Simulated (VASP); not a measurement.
A run of VASP 6.6.1 is set up as follows.

Contents of POSCAR:

```
Sn
1.0
    0.0000000000      3.2940581197      3.2940581197
    3.2940581197      0.0000000000      3.2940581197
    3.2940581197      3.2940581197      0.0000000000
Sn
2
Direct
    1.0000000000      1.0000000000      1.0000000000
    0.2500000000      0.2500000000      0.2500000000
```

INCAR.step1

```
SYSTEM = Sn
  PREC = Accurate
  ENCUT = 520
  ISMEAR = 1
  SIGMA = 0.05
  LREAL = .False.
  LASPH = .True.
  NELM = 100
  NBANDS = 21
  GGA = PE
  ALGO = Normal
  EDIFF = 1E-4
  LWAVE = .True.
  LCHARG = .False.
```

The input INCAR.step2:

```
SYSTEM = Sn
  PREC = Accurate
  ENCUT = 520
  EDIFF = 1E-6
  ISMEAR = 1
  SIGMA = 0.05
  LREAL = .False.
  LASPH = .True.
  NELM = 100
  ALGO = Normal
  ISIF = 2
  LWAVE = .False.
  LCHARG = .False.
  METAGGA = R2SCAN
  LMIXTAU = .True.
  NBANDS = 21
  ISTART = 1
```

Contents of KPOINTS:

```
Automatic mesh
0
Gamma
  12 12 12
  0 0 0
```

Potentials or basis: VASP PAW PBE potentials, release 64 (Sn_d).

The run is started by

```bash
$ cat potpaw_PBE.64/Sn_d/POTCAR > POTCAR
$ cp INCAR.step1 INCAR
$ mpirun -np 1 vasp_std > vasp.out
$ cp INCAR.step2 INCAR
$ mpirun -np 1 vasp_std > vasp.out
```

**Question.** What does it give for the pressure?

**Answer.** -0.5 GPa.

**Question.** Estimate the band gap on the k mesh.

**Answer.** Zero (filled and empty bands touch).

Caveat: the PAW data sets were made with another functional, which shifts forces and pressure a little; spin-orbit coupling is left out, which moves the levels of the heavy elements.
